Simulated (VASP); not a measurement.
Set up this calculation in VASP 6.6.1, as the native input.

- Task: relaxation of cell and atoms
- Functional: PBE
- Potentials or basis: VASP PAW PBE potentials, release 64 (Al, P)
- Cutoff: 600 eV
- k mesh: 6 × 6 × 4
- Occupations: gaussian, width 0.1 eV
- Spin: no spin polarisation
- Dipole correction: no
- Further INCAR settings: ALGO = Normal; EDIFF = 1e-06; IBRION = 2; EDIFFG = -0.04; NSW = 90; ISIF = 3

The structure of Al3P2 lies in POSCAR:

```
Al3P2
1.0
    3.4548941717      0.0000000000      0.0000000000
    0.0000000000      3.4548941717      0.0000000000
    0.0000000000      0.0000000000      7.1263723361
Al P
3 2
Direct
    0.5000000000      0.5000000000      0.0000000000
    0.0000000000      0.0000000000      0.2063650699
    0.0000000000      0.0000000000      0.7936349301
    0.0000000000      0.5000000000      0.5000000000
    0.5000000000      0.0000000000      0.5000000000
```

The cell was generated, and may not be a known phase.

One way to write it, as run:

INCAR

```
PREC = Accurate
ENCUT = 600
EDIFF = 1E-6
ISMEAR = 0
SIGMA = 0.1
LREAL = False
LASPH = True
NELM = 80
ALGO = Normal
ISIF = 3
LWAVE = False
LCHARG = False
GGA = PE
IBRION = 2
NSW = 90
EDIFFG = -0.04
```

KPOINTS

```
regular mesh
0
Gamma
  6 6 4
```

Potentials or basis: VASP PAW PBE potentials, release 64 (Al, P).

Command:

```console
$ cat potpaw_PBE.64/Al/POTCAR potpaw_PBE.64/P/POTCAR > POTCAR
$ mpirun -np 1 vasp_std > vasp.out
```

Results of the run:

| Quantity | Value |
| --- | --- |
| Relaxed volume | 17.13 Å³/atom |
| Relaxed cell | a = 3.429 Å, b = 3.429 Å, c = 7.285 Å, α = 90.00°, β = 90.00°, γ = 90.00° |
| Space group after relaxing (to 0.1 Å) | P4/mmm (No. 123) |
| Energy gained by relaxing | 2.3 meV/atom |
| Ionic steps | 8 |
| Pressure after relaxing | 0.0 GPa |
| Largest force after relaxing | 0.011 eV/Å |
| Band gap on the k mesh | zero (an odd number of electrons rules out a gap without spin polarisation) |

It took 2.8 min on 1 thread of Intel Xeon 8259CL, with other jobs on the host, peak memory 0.22 GiB.
